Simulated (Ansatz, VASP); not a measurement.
**One calculation of CdSe, two programs**

```
Cd Se
1.0
     0.00000    2.77981    2.77981
     2.77981    0.00000    2.77981
     2.77981    2.77981    0.00000
Cd Se
1 1
Cartesian
  0.0000 0.0000 0.0000
  2.7798 2.7798 2.7798
```

Alike in both runs: task single point; functional PBE; k mesh 12 × 12 × 12; occupations gaussian, width 0.1 eV; no spin polarisation.

```csv
,VASP,Ansatz
version,VASP 6.6.1,Ansatz 0.2.0
potentials or method,"VASP PAW PBE potentials, release 64 (Cd, Se), cutoff 520 eV","scalar-relativistic, plane waves, PAW"
valence electrons in the cell,18,36
```

|  | VASP | Ansatz | Ansatz less VASP |
| --- | --- | --- | --- |
| gap on the k mesh at the Fermi level (eV) | none | none | - |
| pressure (GPa) | 7.6 | 7.1 | -0.51 |

A gap of «none» marks a metal or a gap that the smearing closes. VASP's potentials hold 18 valence electrons a cell and Ansatz's 36, so a difference there can come from the potentials and not from the codes.
